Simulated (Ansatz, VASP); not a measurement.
TiAl3 in VASP and in Ansatz

```
CELL_PARAMETERS angstrom
3.89634 0.00000 0.00000
0.00000 3.89634 0.00000
0.00000 0.00000 4.01501
ATOMIC_POSITIONS crystal
Ti 0.00000 0.00000 0.00000
Al 0.50000 0.50000 0.00000
Al 0.50000 0.00000 0.50000
Al 0.00000 0.50000 0.50000
```

Change from the starting cell: strain -0.015 along x and y, +0.015 along z, atoms carried along.

Alike in both runs: task single point; functional r2SCAN; k mesh 12 × 12 × 12; occupations gaussian, width 0.15 eV; no spin polarisation.

```csv
,VASP,Ansatz
version,VASP 6.6.1,Ansatz 0.2.0
potentials or method,"VASP PAW PBE potentials, release 64 (Ti_sv, Al), cutoff 520 eV","scalar-relativistic, plane waves, PAW"
valence electrons in the cell,21,21
```

Ansatz gave:

| Quantity | Value |
| --- | --- |
| gap on the k mesh at the Fermi level (eV) | none |
| pressure (GPa) | 1.9 |
| traceless stress, the component that is largest in VASP (GPa) | -2.77 |

Which values does VASP return?

gap on the k mesh at the Fermi level (eV): none; pressure (GPa): 1.8; traceless stress, the component that is largest in VASP (GPa): -2.77.

VASP's potentials were made for PBE, not for r2SCAN. A gap of «none» marks a metal or a gap that the smearing closes.
